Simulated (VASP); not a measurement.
# Ca (Fm-3m) in VASP: relaxation of cell and atoms with r2SCAN

Aim: the relaxation of cell and atoms of Ca with r2SCAN.

Program: VASP 6.6.1. These are calculated values, not measurements. Logs are shortened: lines on timing, memory, paths and dates and some standing lists are left out, and cuts for length are marked.

## 1. The cell of the first run

The structure is cubic, space group Fm-3m (No. 225). Conventional cell: a = 5.590 Å, b = 5.590 Å, c = 5.590 Å, α = 90.00°, β = 90.00°, γ = 90.00°. Ca (site symmetry m-3m) has 12 Ca at 3.95 Å within 5.2 Å.

## 2. Relaxation of cell and atoms, r2SCAN

POSCAR reads:

```
Ca
1.0
    5.5900000000      0.0000000000      0.0000000000
    0.0000000000      5.5900000000      0.0000000000
    0.0000000000      0.0000000000      5.5900000000
Ca
4
Direct
    0.0000000000      0.0000000000      0.0000000000
    0.0000000000      0.5000000000      0.5000000000
    0.5000000000      0.0000000000      0.5000000000
    0.5000000000      0.5000000000      0.0000000000
```

INCAR.step1 reads:

```
SYSTEM = Ca
ALGO = Normal
EDIFF = 1E-4
ENCUT = 600
GGA = PE
ISMEAR = 0
LASPH = .True.
LCHARG = .False.
LREAL = .False.
LWAVE = .True.
NELM = 100
PREC = Accurate
SIGMA = 0.1
```

INCAR.step2 reads:

```
SYSTEM = Ca
ALGO = Normal
EDIFF = 1E-6
EDIFFG = -0.02
ENCUT = 600
IBRION = 2
ISIF = 3
ISMEAR = 0
ISTART = 1
LASPH = .True.
LCHARG = .False.
LMIXTAU = .True.
LREAL = .False.
LWAVE = .False.
METAGGA = R2SCAN
NELM = 100
NSW = 80
PREC = Accurate
SIGMA = 0.1
```

KPOINTS reads:

```
k-points
0
Gamma
  4 4 4
  0 0 0
```

Potentials or basis: VASP PAW PBE potentials, release 64 (Ca_sv).

The run is started by

```
> cat potpaw_PBE.64/Ca_sv/POTCAR > POTCAR
> cp INCAR.step1 INCAR
> mpirun -np 1 vasp_std > vasp.out
> cp INCAR.step2 INCAR
> mpirun -np 1 vasp_std > vasp.out
```

OUTCAR:

```text
SYSTEM = Ca
   EDIFF = 1E-6
   EDIFFG = -0.02
   ENCUT = 600
   IBRION = 2
   ISIF = 3
   ISMEAR = 0
   ISTART = 1
   LASPH = .True.
   LREAL = .False.
   METAGGA = R2SCAN
   NELM = 100
   NSW = 80
   PREC = Accurate

 ion  position               nearest neighbor table
   1  0.000  0.000  0.000-
   2  0.000  0.500  0.500-
   3  0.500  0.000  0.500-
   4  0.500  0.500  0.000-

  LATTYP: Found a simple cubic cell.
 ALAT       =     5.5900000000

  Lattice vectors:

 A1 = (   5.5900000000,   0.0000000000,   0.0000000000)
 A2 = (   0.0000000000,   5.5900000000,   0.0000000000)
 A3 = (   0.0000000000,   0.0000000000,   5.5900000000)

Analysis of symmetry for initial positions (statically):
=====================================================================
 Subroutine PRICEL returns following result:

  LATTYP: Found a face centered cubic cell.
 ALAT       =     5.5900000000

  Lattice vectors:

 A1 = (   2.7950000000,  -2.7950000000,   0.0000000000)
 A2 = (   2.7950000000,   0.0000000000,   2.7950000000)
 A3 = (   0.0000000000,  -2.7950000000,   2.7950000000)

   4 primitive cells build up your supercell.

 Routine SETGRP: Setting up the symmetry group for a
 simple cubic supercell.

 Subroutine GETGRP returns: Found 48 space group operations
 (whereof 48 operations were pure point group operations)
 out of a pool of 48 trial point group operations.

The static configuration has the point symmetry O_h .

Analysis of symmetry for dynamics (positions and initial velocities):
=====================================================================
 Subroutine PRICEL returns following result:

  LATTYP: Found a face centered cubic cell.
 ALAT       =     5.5900000000

  Lattice vectors:

 A1 = (   2.7950000000,  -2.7950000000,   0.0000000000)
 A2 = (   2.7950000000,   0.0000000000,   2.7950000000)
 A3 = (   0.0000000000,  -2.7950000000,   2.7950000000)

   4 primitive cells build up your supercell.

 Routine SETGRP: Setting up the symmetry group for a
 simple cubic supercell.

 Subroutine GETGRP returns: Found 48 space group operations
 (whereof 48 operations were pure point group operations)
[... 78 lines left out ...]
   ICHARG =      0    charge: 1-file 2-atom 10-const
   ISPIN  =      1    spin polarized calculation?
   LNONCOLLINEAR =      F non collinear calculations
   LSORBIT =      F    spin-orbit coupling
   LASPH  =      T    aspherical Exc in radial PAW
   ENCUT  =  600.0 eV  44.10 Ry    6.64 a.u.  11.16 11.16 11.16*2*pi/ulx,y,z
   NELM   =    100;   NELMIN=  2; NELMDL=  0     # of ELM steps
   EDIFF  = 0.1E-05   stopping-criterion for ELM
   LREAL  =      F    real-space projection
   EDIFFG = -.2E-01   stopping-criterion for IOM
   NSW    =     80    number of steps for IOM
   IBRION =      2    ionic relax: 0-MD 1-quasi-New 2-CG
   NFREE  =      1    steps in history (QN), initial steepest desc. (CG)
   ISIF   =      3    stress and relaxation
   ISYM   =      2    0-nonsym 1-usesym 2-fastsym
   POTIM  = 0.5000    time-step for ionic-motion
   TEBEG  =    0.0;   TEEND  =   0.0 temperature during run
   PSTRESS=    0.0 pullay stress
   NELECT =      40.0000    total number of electrons
   NUPDOWN=      -1.0000    fix difference up-down
   EMIN   =  10.00;   EMAX   =-10.00  energy-range for DOS
   EFERMI =   0.00;   METHOD = LEGACY
   ISMEAR =     0;   SIGMA  =   0.10  broadening in eV -4-tet -1-fermi 0-gaus
   EFERMI_NEDOS =   21; number of points for ismear=-14 and -15
   IALGO  =     38    algorithm
   IMIX   =      4    mixing-type and parameters
     AMIX     =   0.40;   BMIX     =  1.00
     AMIX_MAG =   1.60;   BMIX_MAG =  1.00
  volume/ion in A,a.u.               =      43.67       294.69
  Fermi-wavevector in a.u.,A,eV,Ry     =   1.001574  1.892700 13.648689  1.003150
  Thomas-Fermi vector in A             =   2.134005
   LORBIT       =      0    0 simple, 1 ext, 2 COOP (PROOUT), +10 PAW based schemes
   METAGGA = R2SCAN    functional components
   LHFCALC =     F    Hartree Fock is set to
   AEXX    =    0.0000 exact exchange contribution
   IVDW    =     0    specifies the selected vdW correction
   LEPSILON=     F    determine dielectric tensor
   LRPA    =     F    only Hartree local field effects (RPA)
 conjugate gradient relaxation of ions
 non-spin polarized calculation
 Gauss-broadening in eV      SIGMA  =   0.10
  energy-cutoff  :      600.00
  volume of cell :      174.68
 maximum number of plane-waves:      5866
 NGX is ok and might be reduce to    48
   NGX = 23   NGY = 23   NGZ = 23

 number of electron      40.0000008 magnetization

 Free energy of the ion-electron system (eV)
  ---------------------------------------------------
  ext. energy  EPLUGINS =         0.00000000
  ---------------------------------------------------
  free energy    TOTEN  =       -28.16621139 eV

  energy without entropy =      -28.13931292  energy(sigma->0) =      -28.15276216

 E-fermi :   1.7695     XC(G=0):  -8.1132

 val. band max:        1.7591399733   @ k =   0.2500   0.0000   0.0000
 cond. band min:       1.9346300288   @ k =   0.2500   0.2500   0.0000
 fundamental gap:      0.1754900554
 Fermi energy:         1.7695232036

 k-point     1 :       0.0000    0.0000    0.0000
  band No.  band energies     occupation
      1     -41.9957      2.00000
      2     -41.9793      2.00000
      3     -41.9793      2.00000
      4     -41.9793      2.00000
      5     -22.1491      2.00000
      6     -22.1491      2.00000
[... 259 lines left out ...]
     23       1.5484      1.99824
     24       1.5484      1.99824

------------------------ aborting loop because EDIFF is reached ----------------------------------------

  FORCE on cell =-STRESS in cart. coord.  units (eV):
  Direction    XX          YY          ZZ          XY          YZ          ZX
  --------------------------------------------------------------------------------------
  -------------------------------------------------------------------------------------
  Total        0.0171447      0.0171447      0.0171447      0.0000000     -0.0000000     -0.0000000
  in kB        0.1572557      0.1572557      0.1572557      0.0000000     -0.0000000     -0.0000000
  external PRESSURE =       0.1572557 kB  Pullay stress =       0.0000000 kB

 VOLUME and BASIS-vectors are now :
 -----------------------------------------------------------------------------
  energy-cutoff  :      600.00
  volume of cell :      174.68
      direct lattice vectors                 reciprocal lattice vectors
     5.590000000  0.000000000  0.000000000     0.178890877  0.000000000  0.000000000
     0.000000000  5.590000000  0.000000000     0.000000000  0.178890877  0.000000000
     0.000000000  0.000000000  5.590000000     0.000000000  0.000000000  0.178890877

 POSITION                                       TOTAL-FORCE (eV/Angst)
 -----------------------------------------------------------------------------------
      0.00000      0.00000      0.00000         0.000000      0.000000      0.000000
      0.00000      2.79500      2.79500        -0.000000      0.000000     -0.000000
      2.79500      0.00000      2.79500         0.000000     -0.000000     -0.000000
      2.79500      2.79500      0.00000        -0.000000      0.000000     -0.000000
 -----------------------------------------------------------------------------------
    total drift:                                0.000000     -0.000000     -0.000000

  FREE ENERGIE OF THE ION-ELECTRON SYSTEM (eV)
  ---------------------------------------------------
  free  energy   TOTEN  =       -28.1662113870 eV

  energy  without entropy=      -28.1393129249  energy(sigma->0) =      -28.15276216

 reached required accuracy - stopping structural energy minimisation
```

OUTCAR.step1:

```text
SYSTEM = Ca
   EDIFF = 1E-4
   ENCUT = 600
   GGA = PE
   ISMEAR = 0
   LASPH = .True.
   LREAL = .False.
   NELM = 100
[... 494 lines left out ...]
      0.00000      2.79500      2.79500         0.000000      0.000000     -0.000000
      2.79500      0.00000      2.79500         0.000000      0.000000     -0.000000
      2.79500      2.79500      0.00000        -0.000000     -0.000000      0.000000
 -----------------------------------------------------------------------------------
    total drift:                                0.000000      0.000000     -0.000000

  FREE ENERGIE OF THE ION-ELECTRON SYSTEM (eV)
  ---------------------------------------------------
  free  energy   TOTEN  =        -7.7508888843 eV

  energy  without entropy=       -7.7219809697  energy(sigma->0) =       -7.73643493
```

OSZICAR.step1:

```text
N       E                     dE             d eps       ncg     rms          rms(c)
DAV:   1     0.423137894288E+03    0.42314E+03   -0.20698E+04   480   0.167E+03
DAV:   2     0.184774666626E+02   -0.40466E+03   -0.40317E+03   488   0.474E+02
DAV:   3    -0.527048528210E+01   -0.23748E+02   -0.23493E+02   800   0.833E+01
DAV:   4    -0.769981572601E+01   -0.24293E+01   -0.24089E+01   768   0.228E+01
DAV:   5    -0.778079310817E+01   -0.80977E-01   -0.80961E-01   712   0.394E+00    0.443E+00
DAV:   6    -0.775758713622E+01    0.23206E-01   -0.61771E-02   632   0.228E+00    0.264E+00
DAV:   7    -0.775218113887E+01    0.54060E-02   -0.62994E-02   600   0.264E+00    0.179E-01
DAV:   8    -0.775079800096E+01    0.13831E-02   -0.73448E-03   664   0.690E-01    0.755E-02
DAV:   9    -0.775088888426E+01   -0.90883E-04   -0.46294E-04   544   0.129E-01
   1 F= -.77508889E+01 E0= -.77364349E+01  d E =-.289079E-01
```

Wall time 3.8 min (1 thread of Intel Xeon Platinum 8259CL at 2.50GHz (Skylake/Cascade Lake), shared host); peak memory 0.36 GiB.

What came out:

```yaml
Free_energy: -28.1662 eV
Pressure_after_relaxing: 0.0 GPa
```

Final structure:
```
Ca
1.0
     5.59000    0.00000    0.00000
     0.00000    5.59000    0.00000
     0.00000    0.00000    5.59000
Ca
4
Direct
  0.00000 0.00000 0.00000
  0.00000 0.50000 0.50000
  0.50000 0.00000 0.50000
  0.50000 0.50000 0.00000
```

Caveat: the relaxation stopped at its first step, so nothing moved; the highest band is partly filled, so the run has too few bands; the PAW data sets were made with another functional, which shifts forces and pressure a little.
